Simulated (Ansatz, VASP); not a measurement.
**Ba: VASP beside Ansatz**

Contents of INCAR:

```
SYSTEM = Ba
PREC = Accurate ; ENCUT = 520
EDIFF = 1E-7 ; ISMEAR = -1
SIGMA = 0.1 ; LREAL = .False.
LASPH = .True. ; NELM = 150
ALGO = Normal ; ISIF = 2
LWAVE = .False. ; LCHARG = .False.
MAGMOM = 0 0 0 ; LORBIT = 11
LSORBIT = .True. ; GGA_COMPAT = .False.
LORBMOM = .True. ; GGA = RP
NBANDS = 21
```

The input KPOINTS:

```
Automatic mesh
0
Gamma
  9 9 9
  0 0 0
```

POSCAR

```
Ba
1.0
   -2.5756126701      2.5756126701      2.5756126701
    2.5756126701     -2.5756126701      2.5756126701
    2.5756126701      2.5756126701     -2.5756126701
Ba
1
Direct
    0.0000000000      0.0000000000      0.0000000000
```

Input for Ansatz:

```yaml
crystal:
  lattice:
    - [-2.5756126701, 2.5756126701, 2.5756126701]
    - [2.5756126701, -2.5756126701, 2.5756126701]
    - [2.5756126701, 2.5756126701, -2.5756126701]
  atoms:
    - { symbol: Ba, position: [0.0, 0.0, 0.0] }
hamiltonian:
  xc: rpbe
  pseudopotentials:
    kind: paw_fr
    azcp:
      Ba: "pseudopotentials/Ba.paw.azcp"
basis:
  ecutwfc: 420
  fft_grid_basis: typed
kpoints:
  mp_grid: { grid: [9, 9, 9], shift: [0, 0, 0] }
magnetization:
  noncollinear: true
  spin_orbit: true
scf:
  occupations: { method: fermi_dirac, width: 0.1 }
```

Alike in both runs: task single point; functional RPBE; k mesh 9 × 9 × 9; occupations fermi-dirac, width 0.1 eV; non-collinear spin, spin-orbit coupling.

```csv
,VASP,Ansatz
version,VASP 6.6.1,Ansatz 0.2.0
potentials or method,"VASP PAW PBE potentials, release 64 (Ba_sv), cutoff 520 eV","plane waves (420 eV) with PAW, fully relativistic with spin-orbit coupling"
valence electrons in the cell,10,10
```

```csv
,VASP,Ansatz,Ansatz less VASP
net moment per atom (μB),0.00,0.00,0.000
```

VASP's potentials were made for PBE, not for RPBE. With one functional, cell and mesh, what is left measures potentials, basis and numerics.
